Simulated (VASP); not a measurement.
Wanted: the native input for a VASP 6.6.1 run.

| Item | Value |
| --- | --- |
| Task | single point |
| Functional | PBE |
| Dispersion | D3(BJ) |
| Potentials or basis | VASP PAW PBE potentials, release 64 (Si, N) |
| Cutoff | 520 eV |
| k mesh | 6 × 6 × 8 |
| Occupations | gaussian, width 0.02 eV |
| Spin | no spin polarisation |
| Dipole correction | no |
| Further INCAR settings | ALGO = Normal; EDIFF = 1e-06; NBANDS = 45 |

The structure of Si3N4 lies in POSCAR:

```
Si3N4
1.0
    7.5389191362      0.0000000000      0.0000000000
   -3.7694595681      6.5288954891      0.0000000000
    0.0000000000      0.0000000000      2.8844520617
Si N
6 8
Direct
    0.7658723764      0.1721928661      0.3256285714
    0.5936795104      0.7658723764      0.8256285714
    0.8278071339      0.5936795104      0.3256285714
    0.2341276236      0.8278071339      0.8256285714
    0.4063204896      0.2341276236      0.3256285714
    0.1721928661      0.4063204896      0.8256285714
    0.0281365870      0.3294463012      0.3256285714
    0.6986902858      0.0281365870      0.8256285714
    0.6705536988      0.6986902858      0.3256285714
    0.9718634130      0.6705536988      0.8256285714
    0.3013097142      0.9718634130      0.3256285714
    0.3294463012      0.3013097142      0.8256285714
    0.3333333333      0.6666666667     -0.1743714286
    0.6666666667      0.3333333333      0.3256285714
```

The input as run:

INCAR

```
SYSTEM = Si3N4
PREC     = Accurate       ! precision mode
ENCUT    = 520            ! plane-wave cutoff, eV
EDIFF    = 1E-6           ! SCF threshold, eV
ISMEAR   = 0              ! smearing method
SIGMA    = 0.02           ! smearing width, eV
LREAL    = .False.        ! projectors in reciprocal space
LASPH    = .True.         ! aspherical terms in the spheres
NELM     = 60             ! most SCF steps
ALGO     = Normal         ! electronic algorithm
ISIF     = 2              ! what is computed and relaxed
LWAVE    = .False.        ! write WAVECAR
LCHARG   = .True.         ! write CHGCAR
GGA      = PE             ! functional
IVDW     = 12             ! dispersion correction
LELF     = .True.         ! ELF
LVHAR    = .True.       
NBANDS   = 45             ! bands
```

KPOINTS

```
regular mesh
0
Gamma
  6 6 8
  0 0 0
```

Potentials or basis: VASP PAW PBE potentials, release 64 (Si, N).

The run is started by

```sh
$ cat potpaw_PBE.64/Si/POTCAR potpaw_PBE.64/N/POTCAR > POTCAR
$ mpirun -np 1 vasp_std > vasp.out
```

It gave:

The pressure is 7.5 GPa. The largest force is 0.012 eV/Å. The band gap on the k mesh is 4.41 eV (least direct gap 4.61 eV). The dispersion energy per atom is -0.264 eV.

Caveat: the cell stands under pressure.

It took 8.5 min on 1 thread of Intel Xeon 8259CL, with other jobs on the host, peak memory 0.38 GiB.
